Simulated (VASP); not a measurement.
# Ta2N (P-31m) in VASP: further runs, part 2 of 2

VASP 6.6.1. Earlier steps stand in the parts before.

## Step 3: Single point, PBEsol (volume scaled by 1.10, then relaxed in part)

Input file INCAR:

```
  PREC = Accurate
  ENCUT = 520
  EDIFF = 1E-7
  ISMEAR = 0
  SIGMA = 0.1
  LREAL = F
  LASPH = T
  NELM = 80
  ALGO = Normal
  ISIF = 2
  LWAVE = F
  LCHARG = T
  GGA = PS
  LELF = T
  LVHAR = T
  NBANDS = 50
```

Input file KPOINTS:

```
regular mesh
0
Gamma
  12 12 8
```

Input file POSCAR:

```
Ta2N
1.0
    5.4398787242      0.0000000000      0.0000000000
   -2.7199393621      4.7110731687      0.0000000000
    0.0000000000      0.0000000000      5.0602704657
Ta N
6 3
Direct
    0.6679753405      0.6679753405      0.7511451250
    0.0000000000      0.3320246595      0.7511451250
    0.3320246595      0.0000000000      0.7511451250
    0.3320246595      0.3320246595      0.2488548750
    0.0000000000      0.6679753405      0.2488548750
    0.6679753405      0.0000000000      0.2488548750
    0.6666666667      0.3333333333      0.5000000000
    0.3333333333      0.6666666667      0.5000000000
    0.0000000000      0.0000000000      0.0000000000
```

Potentials or basis: VASP PAW PBE potentials, release 64 (Ta_pv, N).

Command:

```sh
cat potpaw_PBE.64/Ta_pv/POTCAR potpaw_PBE.64/N/POTCAR > POTCAR
mpirun -np 1 vasp_std > vasp.out
```

OUTCAR:

```text
PREC = Accurate
   ENCUT = 520
   EDIFF = 1E-7
   ISMEAR = 0
   LREAL = F
   LASPH = T
   NELM = 80
   ISIF = 2
   GGA = PS

 ion  position               nearest neighbor table
   1  0.668  0.668  0.751-   9 2.20   8 2.22   7 2.22   5 3.10   6 3.10   4 3.11   5 3.12   6 3.12
                             3 3.13   2 3.13   4 3.13   3 3.15   2 3.15   2 3.15   3 3.15
   2  0.000  0.332  0.751-   9 2.20   7 2.22   8 2.22   4 3.10   6 3.10   5 3.11   4 3.12   6 3.12
                             3 3.13   1 3.13   5 3.13   3 3.15   1 3.15   1 3.15   3 3.15
   3  0.332  0.000  0.751-   9 2.20   8 2.22   7 2.22   5 3.10   4 3.10   6 3.11   4 3.12   5 3.12
                             2 3.13   1 3.13   6 3.13   1 3.15   2 3.15   2 3.15   1 3.15
   4  0.332  0.332  0.249-   9 2.20   7 2.22   8 2.22   2 3.10   3 3.10   1 3.11   2 3.12   3 3.12
                             6 3.13   5 3.13   1 3.13   6 3.15   5 3.15   5 3.15   6 3.15
   5  0.000  0.668  0.249-   9 2.20   8 2.22   7 2.22   1 3.10   3 3.10   2 3.11   1 3.12   3 3.12
                             6 3.13   4 3.13   2 3.13   6 3.15   4 3.15   4 3.15   6 3.15
   6  0.668  0.000  0.249-   9 2.20   7 2.22   8 2.22   2 3.10   1 3.10   3 3.11   1 3.12   2 3.12
                             5 3.13   4 3.13   3 3.13   4 3.15   5 3.15   4 3.15   5 3.15
   7  0.667  0.333  0.500-   2 2.22   6 2.22   3 2.22   5 2.22   4 2.22   1 2.22
   8  0.333  0.667  0.500-   5 2.22   3 2.22   6 2.22   2 2.22   1 2.22   4 2.22
   9  0.000  0.000  0.000-   3 2.20   6 2.20   1 2.20   4 2.20   5 2.20   2 2.20

[... 210 lines left out ...]
      4     -28.6516      2.00000
      5     -28.6507      2.00000
      6     -28.6507      2.00000
[... 1261 lines left out ...]
     49       9.3133      0.00000
     50       9.6723      0.00000

 [... further k-points ...]
[... 5 lines left out ...]
  --------------------------------------------------------------------------------------
  -------------------------------------------------------------------------------------
  Total      -18.8166410    -18.8166410    -18.8105605      0.0000000      0.0000000      0.0000000
  in kB     -232.4715893   -232.4715893   -232.3964675      0.0000000      0.0000000      0.0000000
  external PRESSURE =    -232.4465487 kB  Pullay stress =       0.0000000 kB

 VOLUME and BASIS-vectors are now :
 -----------------------------------------------------------------------------
  energy-cutoff  :      520.00
  volume of cell :      129.68
      direct lattice vectors                 reciprocal lattice vectors
     5.439878724  0.000000000  0.000000000     0.183827628  0.106132930  0.000000000
    -2.719939362  4.711073169  0.000000000     0.000000000  0.212265860  0.000000000
     0.000000000  0.000000000  5.060270466     0.000000000  0.000000000  0.197617895

 POSITION                                       TOTAL-FORCE (eV/Angst)
 -----------------------------------------------------------------------------------
      1.81685      3.14688      3.80100        -0.000336     -0.000582      0.010954
     -0.90309      1.56419      3.80100        -0.000336      0.000582      0.010954
      1.80617      0.00000      3.80100         0.000672      0.000000      0.010954
      0.90309      1.56419      1.25927         0.000336      0.000582     -0.010954
     -1.81685      3.14688      1.25927         0.000336     -0.000582     -0.010954
      3.63370      0.00000      1.25927        -0.000672     -0.000000     -0.010954
      2.71994      1.57036      2.53014        -0.000000     -0.000000      0.000000
     -0.00000      3.14072      2.53014        -0.000000      0.000000      0.000000
      0.00000      0.00000      0.00000         0.000000      0.000000      0.000000
 -----------------------------------------------------------------------------------
    total drift:                               -0.000000     -0.000000      0.000000

  FREE ENERGIE OF THE ION-ELECTRON SYSTEM (eV)
  ---------------------------------------------------
  free  energy   TOTEN  =      -109.6383250362 eV

  energy  without entropy=     -109.6225439458  energy(sigma->0) =     -109.63043449
```

It took 9.8 min on 1 thread of Intel Xeon 6975P-C (Granite Rapids), shared host; peak memory 0.68 GiB.

Results:

```
Free energy   : -109.6383 eV
Pressure      : -23.2 GPa
Largest force : 0.011 eV/Å
```

Forces in eV/Å, atoms in the order of the input:
```
Ta   0.000 -0.001  0.011
Ta   0.000  0.001  0.011
Ta   0.001  0.000  0.011
Ta   0.000  0.001 -0.011
Ta   0.000 -0.001 -0.011
Ta  -0.001  0.000 -0.011
N    0.000  0.000  0.000
N    0.000  0.000  0.000
N    0.000  0.000  0.000
```

Levels at points of the mesh, in eV from the Fermi level:
```csv
k point,band 39,band 40,band 41,band 42,band 43,band 44
"(0.00, 0.00, 0.00)",-0.40,-0.40,-0.29,-0.09,-0.09,0.62
"(0.50, 0.00, 0.00)",-1.34,0.31,0.50,0.85,0.93,1.62
"(0.00, 0.00, 0.50)",-1.29,-1.29,-0.89,0.52,0.52,0.74
"(0.50, 0.00, 0.50)",-1.16,-0.63,-0.20,0.10,0.11,0.70
```

Caveat: the PAW data sets were made with another functional, which shifts forces and pressure a little; spin-orbit coupling is left out, which moves the levels of the heavy elements.
